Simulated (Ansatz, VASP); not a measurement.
**Two plane-wave programs on CdTe**

File POSCAR:

```
CdTe
1.0
    0.0000000000      3.2344121629      3.2344121629
    3.2344121629      0.0000000000      3.2344121629
    3.2344121629      3.2344121629      0.0000000000
Cd Te
1 1
Direct
    0.0000000000      0.0000000000      0.0000000000
    0.2500000000      0.2500000000      0.2500000000
```

INCAR.step1

```
ALGO     = Normal         # electronic algorithm
EDIFF    = 1E-4           # SCF threshold, eV
ENCUT    = 520            # plane-wave cutoff, eV
GGA      = PE             # functional
ISMEAR   = 0              # smearing method
LASPH    = True           # aspherical terms in the spheres
LCHARG   = False          # write CHGCAR
LREAL    = False          # projectors in reciprocal space
LWAVE    = True           # write WAVECAR
NBANDS   = 16             # bands
NELM     = 80             # most SCF steps
PREC     = Accurate       # precision mode
SIGMA    = 0.05           # smearing width, eV
```

File INCAR.step2:

```
ALGO     = Normal         # electronic algorithm
EDIFF    = 1E-6           # SCF threshold, eV
ENCUT    = 520            # plane-wave cutoff, eV
ISIF     = 2              # what is computed and relaxed
ISMEAR   = 0              # smearing method
ISTART   = 1            
LASPH    = True           # aspherical terms in the spheres
LCHARG   = False          # write CHGCAR
LMIXTAU  = True         
LREAL    = False          # projectors in reciprocal space
LWAVE    = False          # write WAVECAR
METAGGA  = R2SCAN         # meta-GGA
NBANDS   = 16             # bands
NELM     = 80             # most SCF steps
PREC     = Accurate       # precision mode
SIGMA    = 0.05           # smearing width, eV
```

KPOINTS

```
k-points
0
Gamma
  10 10 10
```

Input for Ansatz:

```yaml
crystal:
  lattice:
    - [0.0, 3.2344121629, 3.2344121629]
    - [3.2344121629, 0.0, 3.2344121629]
    - [3.2344121629, 3.2344121629, 0.0]
  atoms:
    - { symbol: Cd, position: [0.0, 0.0, 0.0] }
    - { symbol: Te, position: [0.25, 0.25, 0.25] }
basis:
  ecutwfc: 500
  ecutrho_ratio: 4
kpoints:
  mp_grid: { grid: [10, 10, 10] }
hamiltonian:
  xc: r2scan
scf:
  occupations: { method: gaussian, width: 0.05 }
output:
  forces: true
  stress: true
  eigenvalues: true
```

Alike in both runs: task single point; functional r2SCAN; k mesh 10 × 10 × 10; occupations gaussian, width 0.05 eV; no spin polarisation.

```csv
,VASP,Ansatz
version,VASP 6.6.1,Ansatz 0.2.0
potentials or method,"VASP PAW PBE potentials, release 64 (Cd, Te), cutoff 520 eV","scalar-relativistic, plane waves, PAW"
valence electrons in the cell,18,36
```

```csv
,VASP,Ansatz,Ansatz less VASP
gap on the k mesh at the Fermi level (eV),1.29,1.30,+0.005
least direct gap on the mesh (eV),1.29,1.30,+0.005
pressure (GPa),1.9,1.8,-0.13
```

VASP's potentials were made for PBE, not for r2SCAN. VASP's potentials hold 18 valence electrons a cell and Ansatz's 36, so a difference there can come from the potentials and not from the codes.

Spin-orbit coupling is off throughout.
